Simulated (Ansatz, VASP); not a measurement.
MgS in VASP and in Ansatz

```xyz
2
Lattice="0.0000 2.6166 2.6166 2.6166 0.0000 2.6166 2.6166 2.6166 0.0000" Properties=species:S:1:pos:R:3 pbc="T T T"
Mg    0.0000    0.0000    0.0000
S     2.6166    2.6166    2.6166
```

Change from the starting cell: the structure that the rattled cell fell into.

Alike in both runs: task single point; functional PBE; k mesh 6 × 6 × 6; occupations gaussian, width 0.1 eV; no spin polarisation.

```csv
,VASP,Ansatz
version,VASP 6.6.1,Ansatz 0.2.0
potentials or method,"VASP PAW PBE potentials, release 64 (Mg, S), cutoff 520 eV","scalar-relativistic, plane waves, PAW"
valence electrons in the cell,8,16
```

VASP gave:

- gap on the k mesh at the Fermi level (eV): 2.74
- least direct gap on the mesh (eV): 3.57
- pressure (GPa): -0.4

**Question.** Which values does Ansatz return?

**Answer.** gap on the k mesh at the Fermi level (eV): 2.75; least direct gap on the mesh (eV): 3.59; pressure (GPa): -0.1.

The functional is the same, so the differences come from potentials, cutoffs and numerics. VASP's potentials hold 8 valence electrons a cell and Ansatz's 16, so a difference there can come from the potentials and not from the codes.
